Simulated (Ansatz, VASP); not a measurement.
## Be3Cl2: VASP beside Ansatz

The input INCAR:

```
PREC = Accurate
ENCUT = 600
EDIFF = 1E-7
ISMEAR = 0
SIGMA = 0.1
LREAL = False
LASPH = True
NELM = 60
ALGO = Normal
ISIF = 3
LWAVE = False
LCHARG = False
GGA = PE
IBRION = 2
NSW = 90
EDIFFG = -0.04
```

The input KPOINTS:

```
regular mesh
0
Gamma
  4 4 4
```

The input POSCAR:

```
Be3Cl2
1.0
    4.3234030825     -3.0194327389      0.0000000000
    4.3234030825      3.0194327389      0.0000000000
   -1.0610214833      0.0000000000      3.8203762181
Be Cl
3 2
Direct
    0.4651363566      0.7696706200      0.0676159140
    0.2303293800      0.5348636434      0.9323840860
    0.2913397840      0.7086602160      0.5000000000
    0.8622642811      0.7657364683      0.1433532777
    0.2342635317      0.1377357189      0.8566467223
```

Input for Ansatz:

```yaml
crystal:
  lattice:
    - [4.3234030825, -3.0194327389, 0.0]
    - [4.3234030825, 3.0194327389, 0.0]
    - [-1.0610214833, 0.0, 3.8203762181]
  atoms:
    - { symbol: Be, position: [0.4651363566, 0.76967062, 0.067615914] }
    - { symbol: Be, position: [0.23032938, 0.5348636434, 0.932384086] }
    - { symbol: Be, position: [0.291339784, 0.708660216, 0.5] }
    - { symbol: Cl, position: [0.8622642811, 0.7657364683, 0.1433532777] }
    - { symbol: Cl, position: [0.2342635317, 0.1377357189, 0.8566467223] }
basis:
  ecutwfc: 420
kpoints:
  mp_grid: { grid: [4, 4, 4] }
hamiltonian:
  xc: pbe
scf:
  occupations: { method: gaussian, width: 0.1 }
  lower_state_search: "off"
output:
  forces: true
  stress: true
  eigenvalues: true
relax:
  adjacent_minimum: "off"
  f_tol: 0.04
  max_steps: 70
  cell: { stress_tol: 0.4 }
```

Alike in both runs: task relaxation of cell and atoms; functional PBE; k mesh 4 × 4 × 4; occupations gaussian, width 0.1 eV; no spin polarisation.

|  | VASP | Ansatz |
| --- | --- | --- |
| version | VASP 6.6.1 | Ansatz 0.2.0 |
| potentials or method | VASP PAW PBE potentials, release 64 (Be, Cl), cutoff 600 eV | scalar-relativistic, plane waves, PAW |
| valence electrons in the cell | 20 | 20 |

```tsv
	VASP	Ansatz	Ansatz less VASP
gap on the k mesh at the Fermi level, each at its own relaxed structure (eV)	1.22	1.22	-0.003
relaxed volume (Å³/atom)	19.95	19.95	0.000
relaxed length of the cell vector where the two differ most in proportion (Å)	5.273	5.273	0.0000
```

Noted on VASP's run: the relaxation stopped at its first step, so nothing moved.
